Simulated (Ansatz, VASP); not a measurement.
## Ni in VASP and in Ansatz

```xyz
1
Lattice="0.0000 1.7311 1.7311 1.7311 0.0000 1.7311 1.7311 1.7311 0.0000" Properties=species:S:1:pos:R:3 pbc="T T T"
Ni    0.0000    0.0000    0.0000
```

Alike in both runs: functional PBEsol; k mesh 26 × 26 × 26; collinear spin.

Ansatz relaxed the structure, and its values are those at the end. VASP's run is a single point on that final structure, the one shown.

|  | VASP | Ansatz |
| --- | --- | --- |
| version | VASP 6.6.1 | Ansatz 0.2.0 |
| potentials or method | VASP PAW PBE potentials, release 64 (Ni) | plane-wave PAW, scalar-relativistic |
| plane-wave cutoff (eV) | 600 | 420 |
| occupations | methfessel-paxton of order 1, width 0.1 eV | cold, width 0.1 eV |
| valence electrons in the cell | 10 | 18 |

|  | VASP | Ansatz | Ansatz less VASP |
| --- | --- | --- | --- |
| pressure (GPa) | -0.4 | 0.0 | +0.39 |
| net moment per atom (μB) | 0.60 | 0.61 | +0.016 |
| size of the moment on the site where the two differ most (μB) | 0.60 | 0.65 | +0.045 |

VASP's potentials were made for PBE, not for PBEsol. Site moments also hang on the region over which each program counts them. VASP's potentials hold 10 valence electrons a cell and Ansatz's 18, so a difference there can come from the potentials and not from the codes.
